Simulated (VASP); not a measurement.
# Mg (P6_3/mmc) in VASP: further runs

Runs on Mg. Level: LDA. Tasks: electric field gradients.

Program: VASP 6.6.1. These are calculated values, not measurements. Logs are shortened: lines on timing, memory, paths and dates and some standing lists are left out, and cuts for length are marked.

**1. The cell of the first run**

The structure is hexagonal, space group P6_3/mmc (No. 194). Conventional cell: a = 3.199 Å, b = 3.199 Å, c = 5.193 Å, α = 90.00°, β = 90.00°, γ = 120.00°. Within 4.2 Å of Mg (site symmetry -6m2) lie 12 Mg at 3.19 to 3.20 Å.

**2. Electric field gradients, LDA (volume scaled by 0.99)**

Input file INCAR:

```
  ALGO = Normal
  EDIFF = 1E-8
  ENCUT = 520
  GGA = CA
  ISIF = 2
  ISMEAR = -1
  LASPH = True
  LCHARG = False
  LEFG = True
  LREAL = False
  LWAVE = False
  NBANDS = 9
  NELM = 60
  PREC = Accurate
  SIGMA = 0.05
```

Input file KPOINTS:

```
k-points
0
Gamma
  12 12 7
```

Input file POSCAR:

```
Mg
1.0
    3.1985381027      0.0000000000      0.0000000000
   -1.5992690513      2.7700152519      0.0000000000
    0.0000000000      0.0000000000      5.1929040170
Mg
2
Direct
    0.3333333333      0.6666666667      0.2500000000
    0.6666666667      0.3333333333      0.7500000000
```

Potentials or basis: VASP PAW LDA potentials, release 64 (Mg).

On the command line:

```console
$ cat potpaw_LDA.64/Mg/POTCAR > POTCAR
$ mpirun -np 1 vasp_std > vasp.out
```

OUTCAR:

```text
EDIFF = 1E-8
   ENCUT = 520
   GGA = CA
   ISIF = 2
   ISMEAR = -1
   LASPH = True
   LREAL = False
   NELM = 60
   PREC = Accurate

 ion  position               nearest neighbor table
   1  0.333  0.667  0.250-   2 3.19   2 3.19   2 3.19   2 3.19   2 3.19   2 3.19
   2  0.667  0.333  0.750-   1 3.19   1 3.19   1 3.19   1 3.19   1 3.19   1 3.19

  LATTYP: Found a hexagonal cell.
 ALAT       =     3.1985381027
 C/A-ratio  =     1.6235242008

  Lattice vectors:

 A1 = (   3.1985381027,   0.0000000000,   0.0000000000)
 A2 = (  -1.5992690513,   2.7700152519,   0.0000000000)
 A3 = (   0.0000000000,   0.0000000000,   5.1929040170)

Analysis of symmetry for initial positions (statically):
[... 35 lines left out ...]
                                     Primitive cell

  volume of cell :      46.0091

  direct lattice vectors                    reciprocal lattice vectors
     3.198538103  0.000000000  0.000000000     0.312642829  0.180504421  0.000000000
    -1.599269051  2.770015252  0.000000000     0.000000000  0.361008843  0.000000000
     0.000000000  0.000000000  5.192904017     0.000000000  0.000000000  0.192570476

  length of vectors
     3.198538103  3.198538103  5.192904017     0.361008843  0.361008843  0.192570476

  position of ions in fractional coordinates (direct lattice)
     0.333333333  0.666666667  0.250000000
     0.666666667  0.333333333  0.750000000

  ion indices of the primitive-cell ions
   primitive index   ion index
                 1           1
                 2           2

----------------------------------------------------------------------------------------

 KPOINTS: k-points

Automatic generation of k-mesh.
 Grid dimensions read from file:
 generate k-points for:   12   12    7

 Generating k-lattice:

  Cartesian coordinates                     Fractional coordinates (reciprocal lattice)
     0.026053569  0.015042035  0.000000000     0.083333333  0.000000000  0.000000000
     0.000000000  0.030084070  0.000000000     0.000000000  0.083333333  0.000000000
     0.000000000  0.000000000  0.027510068     0.000000000  0.000000000  0.142857143

  Length of vectors
     0.030084070  0.030084070  0.027510068

  Shift w.r.t. Gamma in fractional coordinates (k-lattice)
     0.000000000  0.000000000  0.000000000

 Subroutine IBZKPT returns following result:
 ===========================================

 Found     76 irreducible k-points:

 Following reciprocal coordinates:
            Coordinates               Weight
  0.000000  0.000000  0.000000      1.000000
  0.083333  0.000000  0.000000      6.000000
  0.166667 -0.000000  0.000000      6.000000
  0.250000  0.000000  0.000000      6.000000
  0.333333 -0.000000  0.000000      6.000000
  0.416667  0.000000  0.000000      6.000000
[... 16 lines left out ...]
  0.250000  0.000000  0.142857     12.000000
  0.333333 -0.000000  0.142857     12.000000
 [... further k-points ...]
   k-points           NKPTS =     76   k-points in BZ     NKDIM =     76   number of bands    NBANDS=      9
   number of dos      NEDOS =    301   number of ions     NIONS =      2
   total plane-waves  NPLWV =  23040
   dimension x,y,z NGX =    24 NGY =   24 NGZ =   40
   dimension x,y,z NGXF=    48 NGYF=   48 NGZF=   80
   ions per type =               2
   NGX,Y,Z   is equivalent  to a cutoff of  12.47, 12.47, 12.81 a.u.
   NGXF,Y,Z  is equivalent  to a cutoff of  24.95, 24.95, 25.61 a.u.
 SYSTEM =  unknown system
   PREC   = accura    normal or accurate (medium, high low for compatibility)
   ISTART =      0    job   : 0-new  1-cont  2-samecut
   ICHARG =      2    charge: 1-file 2-atom 10-const
   ISPIN  =      1    spin polarized calculation?
   LNONCOLLINEAR =      F non collinear calculations
   LSORBIT =      F    spin-orbit coupling
   LASPH  =      T    aspherical Exc in radial PAW
   ENCUT  =  520.0 eV  38.22 Ry    6.18 a.u.   5.95  5.95  9.66*2*pi/ulx,y,z
   NELM   =     60;   NELMIN=  2; NELMDL= -5     # of ELM steps
   EDIFF  = 0.1E-07   stopping-criterion for ELM
   LREAL  =      F    real-space projection
   EDIFFG = 0.1E-06   stopping-criterion for IOM
   NSW    =      0    number of steps for IOM
   IBRION =     -1    ionic relax: 0-MD 1-quasi-New 2-CG
   NFREE  =      0    steps in history (QN), initial steepest desc. (CG)
   ISIF   =      2    stress and relaxation
   ISYM   =      2    0-nonsym 1-usesym 2-fastsym
   POTIM  = 0.5000    time-step for ionic-motion
   TEBEG  =    0.0;   TEEND  =   0.0 temperature during run
   PSTRESS=    0.0 pullay stress
   NELECT =       4.0000    total number of electrons
   NUPDOWN=      -1.0000    fix difference up-down
   EMIN   =  10.00;   EMAX   =-10.00  energy-range for DOS
   EFERMI =   0.00;   METHOD = LEGACY
   ISMEAR =    -1;   SIGMA  =   0.05  broadening in eV -4-tet -1-fermi 0-gaus
   EFERMI_NEDOS =   21; number of points for ismear=-14 and -15
   IALGO  =     38    algorithm
   IMIX   =      4    mixing-type and parameters
     AMIX     =   0.40;   BMIX     =  1.00
     AMIX_MAG =   1.60;   BMIX_MAG =  1.00
  volume/ion in A,a.u.               =      23.00       155.24
  Fermi-wavevector in a.u.,A,eV,Ry     =   0.725237  1.370500  7.156246  0.525969
  Thomas-Fermi vector in A             =   1.815909
   LORBIT       =      0    0 simple, 1 ext, 2 COOP (PROOUT), +10 PAW based schemes
   GGA     = CA    functional components
   LHFCALC =     F    Hartree Fock is set to
   AEXX    =    0.0000 exact exchange contribution
   IVDW    =     0    specifies the selected vdW correction
   LEPSILON=     F    determine dielectric tensor
   LRPA    =     F    only Hartree local field effects (RPA)
 non-spin polarized calculation
  energy-cutoff  :      520.00
  volume of cell :       46.01
 maximum number of plane-waves:      1260
 NGX is ok and might be reduce to    24
   NGX = 11   NGY = 11   NGZ = 19

 number of electron       4.0000000 magnetization

 Free energy of the ion-electron system (eV)
  ---------------------------------------------------
  ext. energy  EPLUGINS =         0.00000000
  ---------------------------------------------------
  free energy    TOTEN  =        -3.59784978 eV

  energy without entropy =       -3.59021253  energy(sigma->0) =       -3.59403115

 E-fermi :   2.4066     XC(G=0):  -8.6730

 val. band max:        2.3803896867   @ k =   0.3333   0.1667   0.1429
 cond. band min:       2.4309981116   @ k =   0.2500   0.0833   0.0000
 fundamental gap:      0.0506084249
 Fermi energy:         2.4066159509

 k-point     1 :       0.0000    0.0000    0.0000
  band No.  band energies     occupation
      1      -4.4516      2.00000
      2       0.8130      2.00000
      3       1.1815      2.00000
      4      13.3438      0.00000
      5      13.3438      0.00000
      6      13.3789      0.00000
      7      13.3789      0.00000
      8      14.2662      0.00000
      9      15.8117      0.00000

 k-point     2 :       0.0833    0.0000    0.0000
  band No.  band energies     occupation
      1      -4.3153      2.00000
      2       0.9373      2.00000
      3       1.3145      2.00000
      4      11.0640      0.00000
      5      12.1056      0.00000
      6      12.9562      0.00000
      7      14.8136      0.00000
      8      15.0959      0.00000
      9      15.7320      0.00000

 k-point     3 :       0.1667   -0.0000    0.0000
  band No.  band energies     occupation
      1      -3.9076      2.00000
      2       1.3104      2.00000
      3       1.7089      2.00000
      4       8.5548      0.00000
      5      11.0775      0.00000
      6      11.7719      0.00000
      7      13.2891      0.00000
      8      14.0422      0.00000
      9      15.6979      0.00000

 k-point     4 :       0.2500    0.0000    0.0000
  band No.  band energies     occupation
      1      -3.2320      2.00000
      2       1.9328      1.99985
      3       2.3434      1.55934
      4       6.2281      0.00000
      5      10.2798      0.00000
      6      10.4773      0.00000
      7      10.9550      0.00000
      8      12.4535      0.00000
      9      14.8122      0.00000
[... 205 lines left out ...]
 k-point    22 :       0.1667   -0.0000    0.1429
  band No.  band energies     occupation
      1      -3.7942      2.00000
      2       0.0875      2.00000
      3       3.1252      0.00000
      4       8.6531      0.00000
      5      11.1724      0.00000
      6      11.6032      0.00000
      7      12.5534      0.00000
      8      14.1494      0.00000
      9      14.5013      0.00000

 k-point    23 :       0.2500    0.0000    0.1429
  band No.  band energies     occupation
      1      -3.1194      2.00000
      2       0.7313      2.00000
      3       3.7235      0.00000
      4       6.3436      0.00000
      5       9.6886      0.00000
      6      10.3750      0.00000
      7      11.2804      0.00000
      8      13.0714      0.00000
      9      13.7296      0.00000

 k-point    24 :       0.3333   -0.0000    0.1429
  band No.  band energies     occupation
      1      -2.1827      2.00000
      2       1.6123      2.00000
      3       3.9092      0.00000
      4       4.9076      0.00000
      5       7.6995      0.00000
      6       9.8067      0.00000
      7      10.0629      0.00000
      8      11.6766      0.00000
      9      13.1541      0.00000

 [... further k-points ...]
[... 5 lines left out ...]
  --------------------------------------------------------------------------------------
  -------------------------------------------------------------------------------------
  Total       -0.6422713     -0.6422713     -0.8982466     -0.0000000     -0.0000000      0.0000000
  in kB      -22.3658361    -22.3658361    -31.2796712     -0.0000000     -0.0000000      0.0000000
  external PRESSURE =     -25.3371145 kB  Pullay stress =       0.0000000 kB

 VOLUME and BASIS-vectors are now :
 -----------------------------------------------------------------------------
  energy-cutoff  :      520.00
  volume of cell :       46.01
      direct lattice vectors                 reciprocal lattice vectors
     3.198538103  0.000000000  0.000000000     0.312642829  0.180504421  0.000000000
    -1.599269051  2.770015252  0.000000000     0.000000000  0.361008843  0.000000000
     0.000000000  0.000000000  5.192904017     0.000000000  0.000000000  0.192570476

 POSITION                                       TOTAL-FORCE (eV/Angst)
 -----------------------------------------------------------------------------------
     -0.00000      1.84668      1.29823        -0.000000     -0.000000      0.000000
      1.59927      0.92334      3.89468         0.000000      0.000000      0.000000
 -----------------------------------------------------------------------------------
    total drift:                                0.000000     -0.000000      0.000000

  FREE ENERGIE OF THE ION-ELECTRON SYSTEM (eV)
  ---------------------------------------------------
  free  energy   TOTEN  =        -3.5978497829 eV

  energy  without entropy=       -3.5902125253  energy(sigma->0) =       -3.59403115

 Electric field gradients (V/A^2)
---------------------------------------------------------------------
 ion       V_xx      V_yy      V_zz      V_xy      V_xz      V_yz
---------------------------------------------------------------------
   1      -0.633    -0.633     1.266    -0.000    -0.000     0.000
   2      -0.633    -0.633     1.266    -0.000     0.000    -0.000
---------------------------------------------------------------------

 Electric field gradients after diagonalization (V/A^2)
 (convention: |V_zz| > |V_xx| > |V_yy|)
----------------------------------------------------------------------
 ion       V_xx      V_yy      V_zz     asymmetry (V_yy - V_xx)/ V_zz
----------------------------------------------------------------------
   1      -0.633    -0.633     1.266       0.000
   2      -0.633    -0.633     1.266       0.000
----------------------------------------------------------------------

           NMR quadrupolar parameters

 Cq : quadrupolar parameter    Cq=e*Q*V_zz/h
 eta: asymmetry parameters     (V_yy - V_xx)/ V_zz
 Q  : nuclear electric quadrupole moment in mb (millibarn)
----------------------------------------------------------------------
 ion       Cq(MHz)       eta       Q (mb)
----------------------------------------------------------------------
   1       0.003       0.000       1.000
   2       0.003       0.000       1.000
----------------------------------------------------------------------
```

Wall time 13 s (1 thread of Intel Xeon Platinum 8259CL at 2.50GHz (Skylake/Cascade Lake), shared host); peak memory 0.15 GiB.

Results:

```yaml
Free_energy: -3.5978 eV
Pressure: -2.5 GPa
Band_gap_on_the_k_mesh: zero (band 2 reaches 3.47 eV, above the bottom of band 3 at 1.18 eV)
```

Stress tensor (GPa, compression positive):
```
-2.24  0.00  0.00
 0.00 -2.24  0.00
 0.00  0.00 -3.13
```

Electric field gradients, principal values (V/Å²):
| atom | least | middle | greatest (by size) |
| --- | --- | --- | --- |
| 1 Mg | -0.633 | -0.633 | 1.266 |
| 2 Mg | -0.633 | -0.633 | 1.266 |

Caveat: without QUAD_EFG the Cq values of the log hold for a quadrupole moment of 1 mb, not for the nuclei.

**3. Electric field gradients, LDA (zz strain of -2 %)**

Input file INCAR:

```
PREC     = Accurate       # precision mode
ENCUT    = 520            # plane-wave cutoff, eV
EDIFF    = 1E-8           # SCF threshold, eV
ISMEAR   = -1             # smearing method
SIGMA    = 0.05           # smearing width, eV
LREAL    = False          # projectors in reciprocal space
LASPH    = True           # aspherical terms in the spheres
NELM     = 100            # most SCF steps
ALGO     = Normal         # electronic algorithm
ISIF     = 2              # what is computed and relaxed
LWAVE    = False          # write WAVECAR
LCHARG   = False          # write CHGCAR
LEFG     = True         
NBANDS   = 9              # bands
```

Input file KPOINTS:

```
regular mesh
0
Gamma
  12 12 7
```

Input file POSCAR:

```
Mg
1.0
    3.2092715325      0.0000000000      0.0000000000
   -1.6046357662      2.7793106748      0.0000000000
    0.0000000000      0.0000000000      5.1061234000
Mg
2
Direct
    0.3333333333      0.6666666667      0.2500000000
    0.6666666667      0.3333333333      0.7500000000
```

Potentials or basis: VASP PAW LDA potentials, release 64 (Mg).

On the command line:

```console
$ cat potpaw_LDA.64/Mg/POTCAR > POTCAR
$ mpirun -np 1 vasp_std > vasp.out
```

OUTCAR:

```text
PREC = Accurate
   ENCUT = 520
   EDIFF = 1E-8
   ISMEAR = -1
   LREAL = False
   LASPH = True
   NELM = 100
   ISIF = 2

 ion  position               nearest neighbor table
   1  0.333  0.667  0.250-   2 3.15   2 3.15   2 3.15   2 3.15   2 3.15   2 3.15
   2  0.667  0.333  0.750-   1 3.15   1 3.15   1 3.15   1 3.15   1 3.15   1 3.15

  LATTYP: Found a hexagonal cell.
 ALAT       =     3.2092715325
 C/A-ratio  =     1.5910537168

  Lattice vectors:

 A1 = (   3.2092715325,   0.0000000000,   0.0000000000)
 A2 = (  -1.6046357662,   2.7793106748,   0.0000000000)
 A3 = (   0.0000000000,   0.0000000000,   5.1061234000)

Analysis of symmetry for initial positions (statically):
[... 35 lines left out ...]
                                     Primitive cell

  volume of cell :      45.5444

  direct lattice vectors                    reciprocal lattice vectors
     3.209271532  0.000000000  0.000000000     0.311597193  0.179900723  0.000000000
    -1.604635766  2.779310675  0.000000000     0.000000000  0.359801446  0.000000000
[... 443 lines left out ...]
  volume of cell :       45.54
      direct lattice vectors                 reciprocal lattice vectors
     3.209271532  0.000000000  0.000000000     0.311597193  0.179900723  0.000000000
    -1.604635766  2.779310675  0.000000000     0.000000000  0.359801446  0.000000000
     0.000000000  0.000000000  5.106123400     0.000000000  0.000000000  0.195843289

 POSITION                                       TOTAL-FORCE (eV/Angst)
 -----------------------------------------------------------------------------------
     -0.00000      1.85287      1.27653         0.000000      0.000000      0.000000
      1.60464      0.92644      3.82959         0.000000      0.000000      0.000000
 -----------------------------------------------------------------------------------
    total drift:                                0.000000     -0.000000      0.000000

  FREE ENERGIE OF THE ION-ELECTRON SYSTEM (eV)
  ---------------------------------------------------
  free  energy   TOTEN  =        -3.6062299832 eV

  energy  without entropy=       -3.6000374358  energy(sigma->0) =       -3.60313371

 Electric field gradients (V/A^2)
---------------------------------------------------------------------
 ion       V_xx      V_yy      V_zz      V_xy      V_xz      V_yz
---------------------------------------------------------------------
   1      -0.133    -0.133     0.265    -0.000    -0.000     0.000
   2      -0.133    -0.133     0.265    -0.000     0.000    -0.000
---------------------------------------------------------------------

 Electric field gradients after diagonalization (V/A^2)
 (convention: |V_zz| > |V_xx| > |V_yy|)
----------------------------------------------------------------------
 ion       V_xx      V_yy      V_zz     asymmetry (V_yy - V_xx)/ V_zz
----------------------------------------------------------------------
   1      -0.133    -0.133     0.265       0.000
   2      -0.133    -0.133     0.265       0.000
----------------------------------------------------------------------

           NMR quadrupolar parameters

 Cq : quadrupolar parameter    Cq=e*Q*V_zz/h
 eta: asymmetry parameters     (V_yy - V_xx)/ V_zz
 Q  : nuclear electric quadrupole moment in mb (millibarn)
----------------------------------------------------------------------
 ion       Cq(MHz)       eta       Q (mb)
----------------------------------------------------------------------
   1       0.001       0.000       1.000
   2       0.001       0.000       1.000
----------------------------------------------------------------------
```

OSZICAR:

```text
N       E                     dE             d eps       ncg     rms          rms(c)
DAV:   1    -0.853772172020E+00   -0.85377E+00   -0.13285E+03  1368   0.318E+02
DAV:   2    -0.358327800568E+01   -0.27295E+01   -0.25997E+01  1801   0.280E+01
DAV:   3    -0.362685287072E+01   -0.43575E-01   -0.43493E-01  1827   0.281E+00
DAV:   4    -0.362698147094E+01   -0.12860E-03   -0.12858E-03  1722   0.145E-01
DAV:   5    -0.362698181797E+01   -0.34703E-06   -0.34694E-06  1795   0.766E-03    0.948E-01
DAV:   6    -0.361548450132E+01    0.11497E-01   -0.71673E-04  1567   0.148E-01    0.602E-01
DAV:   7    -0.360623778207E+01    0.92467E-02   -0.24800E-03  1448   0.270E-01    0.310E-02
DAV:   8    -0.360623111125E+01    0.66708E-05   -0.16521E-05  1977   0.211E-02    0.677E-03
DAV:   9    -0.360622998678E+01    0.11245E-05   -0.63466E-07  1525   0.357E-03    0.599E-04
DAV:  10    -0.360622998318E+01    0.35989E-08   -0.25885E-09  1751   0.317E-04
   1 F= -.36062300E+01 E0= -.36031337E+01  d E =-.619255E-02
```

Wall time 14 s (1 thread of Intel Xeon Platinum 8259CL at 2.50GHz (Skylake/Cascade Lake), shared host); peak memory 0.15 GiB.

Results:

| Item | Value |
| --- | --- |
| Free energy | -3.6062 eV |
| Pressure | -2.2 GPa |
| Band gap on the k mesh | zero (band 2 reaches 3.46 eV, above the bottom of band 3 at 1.43 eV) |

Caveat: the cell differs from its parent crystal (zz strain of -2 %); without QUAD_EFG the Cq values of the log hold for a quadrupole moment of 1 mb, not for the nuclei.

[end of part 1 of 3]
